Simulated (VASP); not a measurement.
NaP2, 3 atoms in the cell. The structure is monoclinic, space group C2/m (No. 12). Conventional cell: a = 8.826 Å, b = 3.328 Å, c = 4.282 Å, α = 90.00°, β = 96.05°, γ = 90.00°. Within 4.0 Å of Na (site symmetry 2/m) lie 12 P at 2.94 to 3.93 Å and 2 Na at 3.33 Å. P (site symmetry m) has 2 P at 2.17 Å and 3 Na at 2.94 to 3.03 Å within 3.1 Å. 

| Item | Value |
| --- | --- |
| Program | VASP 6.6.1 |
| Task | relaxation of cell and atoms |
| Functional | PBE |
| Potentials or basis | VASP PAW PBE potentials, release 64 (Na_pv, P) |
| Cutoff | 600 eV |
| k mesh | 6 × 6 × 4 |
| Occupations | gaussian, width 0.1 eV |
| Spin | no spin polarisation |
| Dipole correction | no |
| Further INCAR settings | ALGO = Normal; EDIFF = 1e-06; IBRION = 2; EDIFFG = -0.04; NSW = 90; ISIF = 3 |

Potentials or basis: VASP PAW PBE potentials, release 64 (Na_pv, P).

The run is started by

```sh
$ cat potpaw_PBE.64/Na_pv/POTCAR potpaw_PBE.64/P/POTCAR > POTCAR
$ mpirun -np 1 vasp_std > vasp.out
```

Hardware: 1 thread of Intel(R) Xeon(R) 6975P-C (Granite Rapids), on a shared host.

Q: How long does it take, and how much memory?

A: Wall time 2.6 min on 1 thread of Intel(R) Xeon(R) 6975P-C (Granite Rapids), on a shared host, peak memory 0.24 GiB. Counts: scf iterations 93, k points 47, ion steps 14.
